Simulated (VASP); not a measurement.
Runs of VASP 6.6.1 on MgO. The structure is that of space group Pm-3m (No. 221), or close to it. The cells are those of the table. 

```csv
cell,gap on the mesh (eV),pressure (GPa)
"a = 2.708 Å, 2 atoms",1.79,-7.4
"a = 2.666 Å, 2 atoms",2.18,-1.8
"a = 2.533 Å, 2 atoms",3.68,(a)
"a = 2.623 Å, 2 atoms",2.62,(b)
"a = 2.579 Å, 2 atoms",3.11,(c)
```

Alike in all rows: task single point; level PBE; potentials or basis VASP PAW PBE potentials, release 64 (Mg, O); no spin polarisation; k mesh 6 × 6 × 6; cutoff (eV) 520; smearing gaussian 0.01 eV.

Estimate the missing entries.

(a) 26.7; (b) 5.5; (c) 14.7.

A k mesh can miss the band edges.
